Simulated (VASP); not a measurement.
Here is a VASP 6.6.1 calculation.

The input INCAR:

```
SYSTEM = AlB2As3
ALGO = Normal
EDIFF = 1E-6
ENCUT = 520
GGA = PE
ISIF = 2
ISMEAR = 0
LASPH = .True.
LCHARG = .False.
LREAL = .False.
LWAVE = .False.
NBANDS = 21
NELM = 60
PREC = Accurate
SIGMA = 0.1
```

The input KPOINTS:

```
k-points
0
Gamma
  4 4 4
  0 0 0
```

POSCAR

```
AlB2As3
1.0
    1.6097210239     -7.1860771481      0.0000000000
    1.6097210239      7.1860771481      0.0000000000
    0.0000000000      0.0000000000      4.1650698019
Al B As
1 2 3
Direct
    0.0000000000      0.0000000000      0.0000000000
    0.5000000000      0.0000000000      0.5000000000
    0.0000000000      0.5000000000      0.5000000000
    0.5000000000      0.5000000000      0.5000000000
    0.6493879884      0.3506120116      0.0000000000
    0.3506120116      0.6493879884      0.0000000000
```

Potentials or basis: VASP PAW PBE potentials, release 64 (Al, B, As).

The run is started by

```console
$ cat potpaw_PBE.64/Al/POTCAR potpaw_PBE.64/B/POTCAR potpaw_PBE.64/As/POTCAR > POTCAR
$ mpirun -np 1 vasp_std > vasp.out
```

**Question.** What does it give for the pressure?

**Answer.** 0.2 GPa.

**Question.** What does it give for the largest force?

**Answer.** 0.009 eV/Å.

**Question.** Predict the band gap on the k mesh.

**Answer.** Zero (band 12 reaches 7.98 eV, above the bottom of band 13 at 4.56 eV).

Forces on the atoms (eV/Å):
```
Al   0.000  0.000  0.000
B    0.000  0.000  0.000
B    0.000  0.000  0.000
As   0.000  0.000  0.000
As   0.000 -0.009  0.000
As   0.000  0.009  0.000
```

Caveat: the k points lie up to 0.50 Å⁻¹ apart.
